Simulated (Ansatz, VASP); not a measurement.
Sr: VASP beside Ansatz

```
Sr
1.0
     0.00000    3.04000    3.04000
     3.04000    0.00000    3.04000
     3.04000    3.04000    0.00000
Sr
1
Direct
  0.00000 0.00000 0.00000
```

Alike in both runs: task single point; functional PBE; k mesh 10 × 10 × 10; occupations gaussian, width 0.05 eV; no spin polarisation.

|  | VASP | Ansatz |
| --- | --- | --- |
| version | VASP 6.6.1 | Ansatz 0.2.0 |
| potentials or method | VASP PAW PBE potentials, release 64 (Sr_sv), cutoff 500 eV | scalar-relativistic, plane waves, PAW |
| valence electrons in the cell | 10 | 10 |

```tsv
	VASP	Ansatz	Ansatz less VASP
gap on the k mesh at the Fermi level (eV)	none	none	-
pressure (GPa)	-0.3	-0.3	0.00
```

A gap of «none» marks a metal or a gap that the smearing closes.
